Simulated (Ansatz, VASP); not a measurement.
## Two plane-wave programs on CdS

INCAR

```
PREC = Accurate
ENCUT = 500
EDIFF = 1E-6
ISMEAR = -1
SIGMA = 0.05
LREAL = F
LASPH = T
NELM = 120
ALGO = Normal
ISIF = 2
LWAVE = F
LCHARG = F
GGA = PE
NBANDS = 26
GGA_COMPAT = F
```

Contents of KPOINTS:

```
Automatic mesh
0
Gamma
  5 5 3
```

POSCAR

```
CdS
1.0
    4.1347992000      0.0000000000      0.0000000000
   -2.0673996000      3.5808411500      0.0000000000
    0.0000000000      0.0000000000      6.7490000000
Cd S
2 2
Direct
    0.3333333300      0.6666666700      0.0000000000
    0.6666666700      0.3333333300      0.5000000000
    0.3333333300      0.6666666700      0.3850000000
    0.6666666700      0.3333333300      0.8850000000
```

Input for Ansatz:

```yaml
crystal:
  lattice:
    - [4.1347992, 0.0, 0.0]
    - [-2.0673996, 3.58084115, 0.0]
    - [0.0, 0.0, 6.749]
  atoms:
    - { symbol: Cd, position: [0.33333333, 0.66666667, 0.0] }
    - { symbol: Cd, position: [0.66666667, 0.33333333, 0.5] }
    - { symbol: S, position: [0.33333333, 0.66666667, 0.385] }
    - { symbol: S, position: [0.66666667, 0.33333333, 0.885] }
hamiltonian:
  xc: pbe
  pseudopotentials: { kind: paw }
basis:
  ecutwfc: 700
kpoints:
  mp_grid: { grid: [5, 5, 3] }
scf:
  occupations: { method: fermi_dirac, width: 0.05 }
  lower_state_search: "off"
output:
  forces: true
  stress: true
```

Alike in both runs: task single point; functional PBE; k mesh 5 × 5 × 3; occupations fermi-dirac, width 0.05 eV; no spin polarisation.

```csv
,VASP,Ansatz
version,VASP 6.6.1,Ansatz 0.2.0
potentials or method,"VASP PAW PBE potentials, release 64 (Cd, S), cutoff 500 eV","PAW, plane waves, scalar-relativistic"
valence electrons in the cell,36,52
```

Ansatz gave:

| Quantity | Value |
| --- | --- |
| pressure (GPa) | 2.5 |
| traceless stress, the component that is largest in VASP (GPa) | -1.53 |
| rms of the force components (eV/Å) | 0.152 |

Problem. Estimate VASP's values.

Solution. Pressure (GPa): 2.9; traceless stress, the component that is largest in VASP (GPa): -1.58; rms of the force components (eV/Å): 0.157.

Atom by atom the forces differ by 0.005 eV/Å (rms over components). The functional is the same, so the differences come from potentials, cutoffs and numerics. VASP's potentials hold 36 valence electrons a cell and Ansatz's 52, so a difference there can come from the potentials and not from the codes.
